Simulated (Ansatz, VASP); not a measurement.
# Two plane-wave programs on SiC

```xyz
8
Lattice="3.2179 0.0000 0.0000 -1.6089 2.7868 0.0000 0.0000 0.0000 9.7242" Properties=species:S:1:pos:R:3 pbc="T T T"
Si    1.6089    0.9289    9.1198
Si    0.0000    1.8578    4.2577
Si    0.0000    0.0000    6.6892
Si    0.0000    0.0000    1.8272
C     1.6089    0.9289    7.2913
C     0.0000    1.8578    2.4292
C     0.0000    0.0000    4.8664
C     0.0000    0.0000    0.0044
```

Change from the starting cell: strain +0.040 along x and y, -0.040 along z, atoms carried along.

Alike in both runs: task single point; functional PBE; k mesh 12 × 12 × 4; occupations gaussian, width 0.05 eV; no spin polarisation.

|  | VASP | Ansatz |
| --- | --- | --- |
| version | VASP 6.6.1 | Ansatz 0.2.0 |
| potentials or method | VASP PAW PBE potentials, release 64 (Si, C), cutoff 520 eV | scalar-relativistic, plane waves, PAW |
| valence electrons in the cell | 32 | 32 |

Ansatz gave:

```
gap on the k mesh at the Fermi level (eV)                     : 1.79
least direct gap on the mesh (eV)                             : 2.85
pressure (GPa)                                                : -5.7
traceless stress, the component that is largest in VASP (GPa) : 27.40
rms of the force components (eV/Å)                            : 0.503
```

What did VASP give for the same quantities?

gap on the k mesh at the Fermi level (eV): 1.78; least direct gap on the mesh (eV): 2.85; pressure (GPa): -5.8; traceless stress, the component that is largest in VASP (GPa): 27.50; rms of the force components (eV/Å): 0.502.

Atom by atom the forces differ by 0.001 eV/Å (rms over components). The functional is the same, so the differences come from potentials, cutoffs and numerics.
